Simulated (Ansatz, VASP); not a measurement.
# Two plane-wave programs on ZrSi3

The input INCAR:

```
SYSTEM = ZrSi3
  PREC = Accurate
  ENCUT = 520
  EDIFF = 1E-6
  ISMEAR = 0
  SIGMA = 0.05
  LREAL = .False.
  LASPH = .True.
  NELM = 100
  ALGO = Normal
  ISIF = 2
  LWAVE = .False.
  LCHARG = .True.
  GGA = PE
  LELF = .True.
  LVHAR = .True.
  NBANDS = 20
```

KPOINTS

```
regular mesh
0
Gamma
  8 8 8
  0 0 0
```

POSCAR

```
ZrSi3
1.0
    4.0424486512      0.0000000000      0.0000000000
    0.0000000000      4.0424486512      0.0000000000
    0.0000000000      0.0000000000      4.0424486512
Zr Si
1 3
Direct
    0.0000000000      0.0000000000      0.0000000000
    0.0000000000      0.5000000000      0.5000000000
    0.5000000000      0.5000000000      0.0000000000
    0.5000000000      0.0000000000      0.5000000000
```

Input for Ansatz:

```yaml
crystal:
  lattice:
    - [4.0424486512, 0.0, 0.0]
    - [0.0, 4.0424486512, 0.0]
    - [0.0, 0.0, 4.0424486512]
  atoms:
    - { symbol: Zr, position: [0.0, 0.0, 0.0] }
    - { symbol: Si, position: [0.0, 0.5, 0.5] }
    - { symbol: Si, position: [0.5, 0.5, 0.0] }
    - { symbol: Si, position: [0.5, 0.0, 0.5] }
basis:
  ecutwfc: 420
  ecutrho_ratio: 4
kpoints:
  mp_grid: { grid: [8, 8, 8] }
hamiltonian:
  xc: pbe
scf:
  occupations: { method: gaussian, width: 0.05 }
output:
  forces: true
  stress: true
  eigenvalues: true
  write_density: true
  write_potential: true
  elf: true
  volumetric_format: npy
```

Alike in both runs: task single point; functional PBE; k mesh 8 × 8 × 8; occupations gaussian, width 0.05 eV; no spin polarisation.

```csv
,VASP,Ansatz
version,VASP 6.6.1,Ansatz 0.2.0
potentials or method,"VASP PAW PBE potentials, release 64 (Zr_sv, Si), cutoff 520 eV","scalar-relativistic, plane waves, PAW"
valence electrons in the cell,24,24
```

|  | VASP | Ansatz | Ansatz less VASP |
| --- | --- | --- | --- |
| gap on the k mesh at the Fermi level (eV) | none | none | - |
| pressure (GPa) | -4.1 | -4.1 | -0.01 |

A gap of «none» marks a metal or a gap that the smearing closes.
